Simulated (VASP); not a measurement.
Crystal: GaN.

```
Ga N
1.0
     3.21087    0.00000    0.00000
    -1.60543    2.78069    0.00000
     0.00000    0.00000    5.29019
Ga N
2 2
Direct
  0.33333 0.66667 0.75000
  0.66667 0.33333 0.25000
  0.00000 0.00000 0.00000
  0.00000 0.00000 0.50000
```

```yaml
Program: VASP 6.6.1
Task: relaxation of cell and atoms
Functional: PBE
Potentials_or_basis: VASP PAW PBE potentials, release 64 (Ga_d, N)
Cutoff: 600 eV
k_mesh: 6 × 6 × 4
Occupations: gaussian, width 0.1 eV
Spin: no spin polarisation
```

At the start: pressure -14.6 GPa; volume 11.81 Å³/atom.

Problem. How do energy, volume and symmetry change on relaxing?

Solution. Over 6 steps the energy falls by 109.3 meV/atom and the volume is 10.29 Å³/atom (-12.9 %); space group P6_3/mmc (No. 194, to 0.05 Å).

Step by step:
```
step  energy change (eV)  largest force (eV/Å)  pressure (GPa)  volume (Å³)
   1              0.0000                0.0000          -14.59        47.23
   2             -0.4170                0.0000            4.37        40.22
   3             -0.4217                0.0000            2.00        40.77
   4             -0.4281                0.0000           -0.29        41.06
   5             -0.4368                0.0000            0.68        40.94
   6             -0.4371                0.0000           -0.29        41.16
```

Final structure:
```
Ga N
1.0
     3.00285    0.00000    0.00000
    -1.50143    2.60055    0.00000
     0.00000    0.00000    5.27114
Ga N
2 2
Direct
  0.33333 0.66667 0.75000
  0.66667 0.33333 0.25000
  0.00000 0.00000 0.00000
  0.00000 0.00000 0.50000
```

Caveat: the k points lie up to 0.40 Å⁻¹ apart in the final cell.
